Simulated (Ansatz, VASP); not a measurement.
# Ag in VASP and in Ansatz

```xyz
2
Lattice="2.6956 0.0000 0.0000 -1.3478 2.3345 0.0000 0.0000 0.0000 4.7900" Properties=species:S:1:pos:R:3 pbc="T T T"
Ag    0.0000    1.5563    1.1975
Ag    1.3478    0.7782    3.5925
```

Change from the starting cell: strain -0.080 along x and y, +0.000 along z, atoms carried along.

Alike in both runs: task single point; functional PBEsol; k mesh 18 × 18 × 10; occupations gaussian, width 0.15 eV; no spin polarisation.

|  | VASP | Ansatz |
| --- | --- | --- |
| version | VASP 6.6.1 | Ansatz 0.2.0 |
| potentials or method | VASP PAW PBE potentials, release 64 (Ag), cutoff 520 eV | scalar-relativistic, plane waves, PAW |
| valence electrons in the cell | 22 | 38 |

Ansatz gave:

| Quantity | Value |
| --- | --- |
| gap on the k mesh at the Fermi level (eV) | none |
| pressure (GPa) | 17.5 |
| traceless stress, the component that is largest in VASP (GPa) | -9.98 |

Q: Which values does VASP return?

A: gap on the k mesh at the Fermi level (eV): none; pressure (GPa): 17.1; traceless stress, the component that is largest in VASP (GPa): -9.91.

VASP's potentials were made for PBE, not for PBEsol. A gap of «none» marks a metal or a gap that the smearing closes. VASP's potentials hold 22 valence electrons a cell and Ansatz's 38, so a difference there can come from the potentials and not from the codes.
